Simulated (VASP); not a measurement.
Crystal: Te3Pb4Se.

```xyz
8
Lattice="4.5476 -0.0541 0.0455 -0.0541 4.6338 -0.0023 0.1283 -0.0066 12.8467" Properties=species:S:1:pos:R:3 pbc="T T T"
Te    0.1527    0.0309   -0.0887
Te    2.4145    2.2727    3.4435
Te    2.2778    2.1104    9.5363
Pb   -0.0922   -0.0283    9.3945
Pb    2.5104    2.3943   -0.0259
Pb   -0.0350    0.0158    3.4621
Pb    2.2056    2.3692    6.4900
Se   -0.0619   -0.0254    6.4146
```

| Item | Value |
| --- | --- |
| Program | VASP 6.6.1 |
| Task | relaxation of cell and atoms |
| Functional | PBE |
| Potentials or basis | VASP PAW PBE potentials, release 64 (Te, Pb_d, Se) |
| Cutoff | 600 eV |
| k mesh | 4 × 4 × 1 |
| Occupations | gaussian, width 0.1 eV |
| Spin | no spin polarisation |

At the start: pressure 1.8 GPa; volume 33.83 Å³/atom.

Task: Where does the relaxation end?

Result: Over 69 steps the energy falls by 87.8 meV/atom and the volume is 36.46 Å³/atom (+7.8 %); space group P1 (No. 1, to 0.1 Å) before, Pm (No. 6, to 0.1 Å).

Step by step:
```csv
step,energy change (eV),largest force (eV/Å),pressure (GPa),volume (Å³)
1,0.0000,0.7396,1.84,270.65
3,-0.3026,0.2390,-0.24,284.03
5,-0.3246,0.1868,0.48,278.36
7,-0.3458,0.1495,0.26,279.21
9,-0.3528,0.1790,0.07,280.05
11,-0.3737,0.1792,-0.16,282.25
13,-0.3798,0.1906,-0.33,284.20
15,-0.3968,0.2074,-0.01,282.36
17,-0.3984,0.2128,0.13,281.69
19,-0.4154,0.2109,-0.01,283.26
21,-0.4437,0.1609,0.02,284.52
23,-0.4540,0.2135,0.08,285.63
25,-0.4672,0.1447,-0.06,288.11
27,-0.4798,0.1029,0.00,288.05
29,-0.4848,0.0605,-0.10,288.09
31,-0.4914,0.0786,-0.01,286.14
33,-0.4928,0.0927,0.07,284.81
35,-0.4994,0.1451,-0.15,285.06
37,-0.5085,0.1939,0.00,283.44
39,-0.5197,0.2680,0.29,281.00
41,-0.5333,0.3761,0.46,280.97
43,-0.5460,0.3472,0.25,282.46
45,-0.5489,0.4442,-0.77,295.91
47,-0.5953,0.3301,-0.16,288.99
49,-0.6409,0.2759,0.01,291.32
51,-0.6664,0.1310,0.05,292.84
53,-0.6736,0.1610,0.01,293.24
55,-0.6830,0.1189,0.02,292.57
57,-0.6899,0.0930,0.01,292.03
59,-0.6942,0.0815,0.05,291.11
61,-0.6972,0.0627,0.02,291.18
63,-0.7000,0.0529,0.04,290.77
65,-0.7012,0.0472,-0.03,291.47
67,-0.7020,0.0341,0.03,291.12
69,-0.7025,0.0239,-0.02,291.70
```

Final structure:
```
Te Pb Se
1.0
     4.51536    0.00144   -0.00248
     0.00299    4.52886    0.02858
    -0.01157    0.08837   14.26525
Te Pb Se
3 4 1
Cartesian
  4.4773 0.1190 13.9602
  2.2321 2.2004 3.4858
  2.2889 2.3908 10.2601
  0.0202 0.1338 10.8364
  2.2270 2.2813 0.4007
  4.4962 4.4653 4.0857
  2.2828 2.4318 7.1819
  0.0027 4.4523 6.9546
```

Caveat: the k points lie up to 0.44 Å⁻¹ apart in the final cell.
